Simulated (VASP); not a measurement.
Wanted: the native input for a VASP 6.6.1 run.

```yaml
Task: single point
Functional: PBE
Potentials_or_basis: VASP PAW PBE potentials, release 64 (Mg)
Cutoff: 520 eV
k_mesh: 18 × 18 × 18
Occupations: gaussian, width 0.1 eV
Spin: no spin polarisation
Dipole_correction: no
Further_INCAR_settings: ALGO = Normal; EDIFF = 1e-06; NBANDS = 7
```

The structure of Mg lies in POSCAR:

```
Mg
1.0
    1.6061423303      0.9273067068      2.4464134774
   -1.6061423303      0.9273067068      2.4464134774
    0.0000000000     -1.8546134135      2.4464134774
Mg
1
Direct
    0.0000000000      0.0000000000      0.0000000000
```

This cell differs from its parent crystal: Cd replaced by Mg, lengths x 0.987, strained.

These files were run (other wordings do the same):

INCAR

```
SYSTEM = Mg
PREC     = Accurate       ! precision mode
ENCUT    = 520            ! plane-wave cutoff, eV
EDIFF    = 1E-6           ! SCF threshold, eV
ISMEAR   = 0              ! smearing method
SIGMA    = 0.1            ! smearing width, eV
LREAL    = .False.        ! projectors in reciprocal space
LASPH    = .True.         ! aspherical terms in the spheres
NELM     = 80             ! most SCF steps
ALGO     = Normal         ! electronic algorithm
ISIF     = 2              ! what is computed and relaxed
LWAVE    = .False.        ! write WAVECAR
LCHARG   = .True.         ! write CHGCAR
GGA      = PE             ! functional
LELF     = .True.         ! ELF
LVHAR    = .True.       
NBANDS   = 7              ! bands
```

KPOINTS

```
Automatic mesh
0
Gamma
  18 18 18
  0 0 0
```

Potentials or basis: VASP PAW PBE potentials, release 64 (Mg).

Launch:

```sh
$ cat potpaw_PBE.64/Mg/POTCAR > POTCAR
$ mpirun -np 1 vasp_std > vasp.out
```

Results of the run:

| Quantity | Value |
| --- | --- |
| Pressure | 2.3 GPa |
| Band gap on the k mesh | zero (bands 1 and 2 overlap by 2.66 eV) |

Caveat: the cell differs from its parent crystal (Cd replaced by Mg, lengths x 0.987, strained).

Wall time 48 s on 1 thread of Oxide Virtual Turin-like Processor, on a shared host, peak memory 0.18 GiB.
